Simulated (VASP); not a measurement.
# PbF2 (Fm-3m) in VASP: single point with r2SCAN

Aim: the single point of PbF2 with r2SCAN.

Everything below comes from runs of VASP 6.6.1. Logs are shortened: lines on timing, memory, paths and dates and some standing lists are left out, and cuts for length are marked.

### 1 The cell of the first run

Symmetry: Fm-3m, No. 225, cubic system. The conventional cell has a = 5.940 Å, b = 5.940 Å, c = 5.940 Å, α = 90.00°, β = 90.00°, γ = 90.00°. Pb (site symmetry m-3m) has 8 F at 2.57 Å within 3.4 Å. F (site symmetry -43m) has 4 Pb at 2.57 Å and 6 F at 2.97 Å within 3.4 Å.

### 2 Single point, r2SCAN

The input, POSCAR:

```
PbF2
1.0
    0.0000000000      2.9698500000      2.9698500000
    2.9698500000      0.0000000000      2.9698500000
    2.9698500000      2.9698500000      0.0000000000
Pb F
1 2
Direct
    0.0000000000      0.0000000000      0.0000000000
    0.2500000000      0.2500000000      0.2500000000
    0.7500000000      0.7500000000      0.7500000000
```

The input, INCAR.step1:

```
ALGO     = Normal         # electronic algorithm
EDIFF    = 1E-4           # SCF threshold, eV
ENCUT    = 520            # plane-wave cutoff, eV
GGA      = PE             # functional
ISMEAR   = 0              # smearing method
LASPH    = True           # aspherical terms in the spheres
LCHARG   = False          # write CHGCAR
LREAL    = False          # projectors in reciprocal space
LWAVE    = True           # write WAVECAR
NBANDS   = 21             # bands
NELM     = 80             # most SCF steps
PREC     = Accurate       # precision mode
SIGMA    = 0.05           # smearing width, eV
```

The input, INCAR.step2:

```
ALGO     = Normal         # electronic algorithm
EDIFF    = 1E-6           # SCF threshold, eV
ENCUT    = 520            # plane-wave cutoff, eV
ISIF     = 2              # what is computed and relaxed
ISMEAR   = 0              # smearing method
ISTART   = 1            
LASPH    = True           # aspherical terms in the spheres
LCHARG   = False          # write CHGCAR
LMIXTAU  = True         
LREAL    = False          # projectors in reciprocal space
LWAVE    = False          # write WAVECAR
METAGGA  = R2SCAN         # meta-GGA
NBANDS   = 21             # bands
NELM     = 80             # most SCF steps
PREC     = Accurate       # precision mode
SIGMA    = 0.05           # smearing width, eV
```

The input, KPOINTS:

```
k-points
0
Gamma
  8 8 8
```

Potentials or basis: VASP PAW PBE potentials, release 64 (Pb_d, F).

Launch:

```
$ cat potpaw_PBE.64/Pb_d/POTCAR potpaw_PBE.64/F/POTCAR > POTCAR
$ cp INCAR.step1 INCAR
$ mpirun -np 1 vasp_std > vasp.out
$ cp INCAR.step2 INCAR
$ mpirun -np 1 vasp_std > vasp.out
```

OUTCAR:

```text
EDIFF = 1E-6
   ENCUT = 520
   ISIF = 2
   ISMEAR = 0
   ISTART = 1
   LASPH = True
   LREAL = False
   METAGGA = R2SCAN
   NELM = 80
   PREC = Accurate

 ion  position               nearest neighbor table
   1  0.000  0.000  0.000-   3 2.57   3 2.57   3 2.57   2 2.57   2 2.57   2 2.57   3 2.57   2 2.57

   2  0.250  0.250  0.250-   1 2.57   1 2.57   1 2.57   1 2.57
   3  0.750  0.750  0.750-   1 2.57   1 2.57   1 2.57   1 2.57

  LATTYP: Found a face centered cubic cell.
 ALAT       =     5.9397000000

  Lattice vectors:

 A1 = (   0.0000000000,   2.9698500000,   2.9698500000)
 A2 = (   2.9698500000,   0.0000000000,   2.9698500000)
 A3 = (   2.9698500000,   2.9698500000,   0.0000000000)

Analysis of symmetry for initial positions (statically):
=====================================================================
 Subroutine PRICEL returns:
 Original cell was already a primitive cell.

 Routine SETGRP: Setting up the symmetry group for a
 face centered cubic supercell.

 Subroutine GETGRP returns: Found 48 space group operations
 (whereof 48 operations were pure point group operations)
 out of a pool of 48 trial point group operations.

The static configuration has the point symmetry O_h .

Analysis of symmetry for dynamics (positions and initial velocities):
=====================================================================
 Subroutine PRICEL returns:
 Original cell was already a primitive cell.

 Routine SETGRP: Setting up the symmetry group for a
 face centered cubic supercell.

 Subroutine GETGRP returns: Found 48 space group operations
 (whereof 48 operations were pure point group operations)
 out of a pool of 48 trial point group operations.

The dynamic configuration has the point symmetry O_h .

 Subroutine INISYM returns: Found 48 space group operations
 (whereof 48 operations are pure point group operations),
 and found     1 'primitive' translations

----------------------------------------------------------------------------------------

                                     Primitive cell

  volume of cell :      52.3882

  direct lattice vectors                    reciprocal lattice vectors
     0.000000000  2.969850000  2.969850000    -0.168358671  0.168358671  0.168358671
     2.969850000  0.000000000  2.969850000     0.168358671 -0.168358671  0.168358671
     2.969850000  2.969850000  0.000000000     0.168358671  0.168358671 -0.168358671

  length of vectors
     4.200002148  4.200002148  4.200002148     0.291605773  0.291605773  0.291605773

  position of ions in fractional coordinates (direct lattice)
     0.000000000  0.000000000  0.000000000
     0.250000000  0.250000000  0.250000000
     0.750000000  0.750000000  0.750000000

  ion indices of the primitive-cell ions
   primitive index   ion index
                 1           1
                 2           2
                 3           3

----------------------------------------------------------------------------------------

 KPOINTS: k-points

Automatic generation of k-mesh.
 Grid dimensions read from file:
 generate k-points for:    8    8    8

 Generating k-lattice:

  Cartesian coordinates                     Fractional coordinates (reciprocal lattice)
    -0.021044834  0.021044834  0.021044834     0.125000000  0.000000000  0.000000000
     0.021044834 -0.021044834  0.021044834     0.000000000  0.125000000  0.000000000
     0.021044834  0.021044834 -0.021044834     0.000000000  0.000000000  0.125000000

  Length of vectors
     0.036450722  0.036450722  0.036450722

  Shift w.r.t. Gamma in fractional coordinates (k-lattice)
     0.000000000  0.000000000  0.000000000

 Subroutine IBZKPT returns following result:
 ===========================================

 Found     29 irreducible k-points:

 Following reciprocal coordinates:
            Coordinates               Weight
  0.000000  0.000000  0.000000      1.000000
  0.125000  0.000000  0.000000      8.000000
  0.250000  0.000000  0.000000      8.000000
  0.375000  0.000000  0.000000      8.000000
  0.500000  0.000000  0.000000      4.000000
  0.125000  0.125000  0.000000      6.000000
[... 16 lines left out ...]
  0.500000  0.250000  0.125000     48.000000
 -0.375000  0.250000  0.125000     24.000000
 [... further k-points ...]
   k-points           NKPTS =     29   k-points in BZ     NKDIM =     29   number of bands    NBANDS=     21
   number of dos      NEDOS =    301   number of ions     NIONS =      3
   total plane-waves  NPLWV =  32768
   dimension x,y,z NGX =    32 NGY =   32 NGZ =   32
   dimension x,y,z NGXF=    64 NGYF=   64 NGZF=   64
   ions per type =               1   2
   NGX,Y,Z   is equivalent  to a cutoff of  12.67, 12.67, 12.67 a.u.
   NGXF,Y,Z  is equivalent  to a cutoff of  25.33, 25.33, 25.33 a.u.
 SYSTEM =  unknown system
   PREC   = accura    normal or accurate (medium, high low for compatibility)
   ISTART =      1    job   : 0-new  1-cont  2-samecut
   ICHARG =      0    charge: 1-file 2-atom 10-const
   ISPIN  =      1    spin polarized calculation?
   LNONCOLLINEAR =      F non collinear calculations
   LSORBIT =      F    spin-orbit coupling
   LASPH  =      T    aspherical Exc in radial PAW
   ENCUT  =  520.0 eV  38.22 Ry    6.18 a.u.   7.81  7.81  7.81*2*pi/ulx,y,z
   NELM   =     80;   NELMIN=  2; NELMDL=  0     # of ELM steps
   EDIFF  = 0.1E-05   stopping-criterion for ELM
   LREAL  =      F    real-space projection
   EDIFFG = 0.1E-04   stopping-criterion for IOM
   NSW    =      0    number of steps for IOM
   IBRION =     -1    ionic relax: 0-MD 1-quasi-New 2-CG
   NFREE  =      0    steps in history (QN), initial steepest desc. (CG)
   ISIF   =      2    stress and relaxation
   ISYM   =      2    0-nonsym 1-usesym 2-fastsym
   POTIM  = 0.5000    time-step for ionic-motion
   TEBEG  =    0.0;   TEEND  =   0.0 temperature during run
   PSTRESS=    0.0 pullay stress
   NELECT =      28.0000    total number of electrons
   NUPDOWN=      -1.0000    fix difference up-down
   EMIN   =  10.00;   EMAX   =-10.00  energy-range for DOS
   EFERMI =   0.00;   METHOD = LEGACY
   ISMEAR =     0;   SIGMA  =   0.05  broadening in eV -4-tet -1-fermi 0-gaus
   EFERMI_NEDOS =   21; number of points for ismear=-14 and -15
   IALGO  =     38    algorithm
   IMIX   =      4    mixing-type and parameters
     AMIX     =   0.40;   BMIX     =  1.00
     AMIX_MAG =   1.60;   BMIX_MAG =  1.00
  volume/ion in A,a.u.               =      17.46       117.84
  Fermi-wavevector in a.u.,A,eV,Ry     =   1.328566  2.510625 24.015460  1.765086
  Thomas-Fermi vector in A             =   2.457794
   LORBIT       =      0    0 simple, 1 ext, 2 COOP (PROOUT), +10 PAW based schemes
   METAGGA = R2SCAN    functional components
   LHFCALC =     F    Hartree Fock is set to
   AEXX    =    0.0000 exact exchange contribution
   IVDW    =     0    specifies the selected vdW correction
   LEPSILON=     F    determine dielectric tensor
   LRPA    =     F    only Hartree local field effects (RPA)
 non-spin polarized calculation
 Gauss-broadening in eV      SIGMA  =   0.05
  energy-cutoff  :      520.00
  volume of cell :       52.39
 maximum number of plane-waves:      1424
   NGX = 15   NGY = 15   NGZ = 15

 number of electron      28.0000010 magnetization

 Free energy of the ion-electron system (eV)
  ---------------------------------------------------
  ext. energy  EPLUGINS =         0.00000000
  ---------------------------------------------------
  free energy    TOTEN  =       -70.16137685 eV

  energy without entropy =      -70.16137685  energy(sigma->0) =      -70.16137685

 E-fermi :   1.6488     XC(G=0):  -9.9761

 val. band max:        1.4298897718   @ k =  -0.2500   0.5000   0.2500
 cond. band min:       6.3643707224   @ k =   0.5000   0.5000   0.0000
 fundamental gap:      4.9344809506
 Fermi energy:         1.6488037613

 k-point     1 :       0.0000    0.0000    0.0000
  band No.  band energies     occupation
      1     -20.9022      2.00000
      2     -20.3228      2.00000
      3     -13.4267      2.00000
      4     -13.4267      2.00000
      5     -13.4267      2.00000
      6     -13.3795      2.00000
[... 13 lines left out ...]
     20      17.3333      0.00000
     21      19.6633      0.00000

 k-point     2 :       0.1250    0.0000    0.0000
  band No.  band energies     occupation
      1     -20.8741      2.00000
      2     -20.3484      2.00000
      3     -13.4208      2.00000
      4     -13.4208      2.00000
      5     -13.3970      2.00000
      6     -13.3793      2.00000
[... 13 lines left out ...]
     20      16.8561      0.00000
     21      18.9815      0.00000

 k-point     3 :       0.2500    0.0000    0.0000
  band No.  band energies     occupation
      1     -20.8006      2.00000
      2     -20.4133      2.00000
      3     -13.4129      2.00000
      4     -13.4129      2.00000
      5     -13.3725      2.00000
      6     -13.3725      2.00000
[... 13 lines left out ...]
     20      16.2260      0.00000
     21      17.7072      0.00000

 k-point     4 :       0.3750    0.0000    0.0000
  band No.  band energies     occupation
      1     -20.7057      2.00000
      2     -20.4991      2.00000
      3     -13.4134      2.00000
      4     -13.4134      2.00000
      5     -13.3571      2.00000
      6     -13.3571      2.00000
[... 13 lines left out ...]
     20      15.8621      0.00000
     21      16.6947      0.00000

 k-point     5 :       0.5000    0.0000    0.0000
  band No.  band energies     occupation
      1     -20.6308      2.00000
      2     -20.5688      2.00000
      3     -13.4149      2.00000
      4     -13.4149      2.00000
      5     -13.3493      2.00000
      6     -13.3493      2.00000
[... 13 lines left out ...]
     20      15.7547      0.00000
     21      16.3209      0.00000
[... 382 lines left out ...]
     20      19.0604      0.00000
     21      19.4109      0.00000

 k-point    22 :       0.3750    0.2500    0.1250
  band No.  band energies     occupation
      1     -20.7495      2.00000
      2     -20.4563      2.00000
      3     -13.3981      2.00000
      4     -13.3888      2.00000
      5     -13.3833      2.00000
      6     -13.3534      2.00000
[... 13 lines left out ...]
     20      17.2480      0.00000
     21      18.4692      0.00000

 k-point    23 :       0.5000    0.2500    0.1250
  band No.  band energies     occupation
      1     -20.6737      2.00000
      2     -20.5222      2.00000
      3     -13.3991      2.00000
      4     -13.3884      2.00000
      5     -13.3639      2.00000
      6     -13.3311      2.00000
[... 13 lines left out ...]
     20      17.9268      0.00000
     21      18.6437      0.00000

 k-point    24 :      -0.3750    0.2500    0.1250
  band No.  band energies     occupation
      1     -20.6115      2.00000
      2     -20.5805      2.00000
      3     -13.3994      2.00000
      4     -13.3905      2.00000
      5     -13.3524      2.00000
      6     -13.3227      2.00000
[... 13 lines left out ...]
     20      18.2008      0.00000
     21      18.6049      0.00000

 [... further k-points ...]
[... 5 lines left out ...]
  --------------------------------------------------------------------------------------
  -------------------------------------------------------------------------------------
  Total       -0.2566058     -0.2566058     -0.2566058     -0.0000000      0.0000000      0.0000000
  in kB       -7.8477203     -7.8477203     -7.8477203     -0.0000000      0.0000000      0.0000000
  external PRESSURE =      -7.8477203 kB  Pullay stress =       0.0000000 kB

 VOLUME and BASIS-vectors are now :
 -----------------------------------------------------------------------------
  energy-cutoff  :      520.00
  volume of cell :       52.39
      direct lattice vectors                 reciprocal lattice vectors
     0.000000000  2.969850000  2.969850000    -0.168358671  0.168358671  0.168358671
     2.969850000  0.000000000  2.969850000     0.168358671 -0.168358671  0.168358671
     2.969850000  2.969850000  0.000000000     0.168358671  0.168358671 -0.168358671

 POSITION                                       TOTAL-FORCE (eV/Angst)
 -----------------------------------------------------------------------------------
      0.00000      0.00000      0.00000        -0.000000     -0.000000      0.000000
      1.48493      1.48493      1.48493        -0.000000      0.000000     -0.000000
      4.45477      4.45477      4.45477         0.000000     -0.000000      0.000000
 -----------------------------------------------------------------------------------
    total drift:                                0.000000     -0.000000      0.000000

  FREE ENERGIE OF THE ION-ELECTRON SYSTEM (eV)
  ---------------------------------------------------
  free  energy   TOTEN  =       -70.1613768533 eV

  energy  without entropy=      -70.1613768532  energy(sigma->0) =      -70.16137685
```

Wall time 98 s (1 thread of Intel Xeon Platinum 8375C at 2.90GHz (Ice Lake), shared host); peak memory 0.19 GiB.

What came out:

| Property | Result |
| --- | --- |
| Free energy | -70.1614 eV |
| Pressure | -0.8 GPa |
| Band gap on the k mesh | 4.93 eV, indirect (least direct gap 5.08 eV) |

Caveat: the PAW data sets were made with another functional, which shifts forces and pressure a little; spin-orbit coupling is left out, which moves the levels of the heavy elements.
